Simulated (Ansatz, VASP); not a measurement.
One calculation of SnO, two programs

```xyz
4
Lattice="3.8371 0.0000 0.0000 0.0000 3.8371 0.0000 0.0000 0.0000 4.7621" Properties=species:S:1:pos:R:3 pbc="T T T"
Sn   -0.0866    1.8319    1.0717
Sn    1.8319   -0.0866    3.5172
O     0.0000    0.0000    0.0000
O     1.9185    1.9185    0.0000
```

Change from the starting cell: all Sn atoms moved -0.150 Å, as atom 1 along Cartesian [1 1 1].

Alike in both runs: task single point; functional PBE; dispersion D3(BJ); k mesh 12 × 12 × 10; occupations gaussian, width 0.15 eV; no spin polarisation.

|  | VASP | Ansatz |
| --- | --- | --- |
| version | VASP 6.6.1 | Ansatz 0.2.0 |
| potentials or method | VASP PAW PBE potentials, release 64 (Sn_d, O), cutoff 520 eV | scalar-relativistic, plane waves, PAW |
| valence electrons in the cell | 40 | 40 |

```tsv
	VASP	Ansatz	Ansatz less VASP
gap on the k mesh at the Fermi level (eV)	none	none	-
pressure (GPa)	1.1	0.9	-0.21
traceless stress, the component that is largest in VASP (GPa)	0.42	0.41	-0.009
rms of the force components (eV/Å)	0.462	0.447	-0.0154
```

Atom by atom the forces differ by 0.034 eV/Å (rms over components). A gap of «none» marks a metal or a gap that the smearing closes.
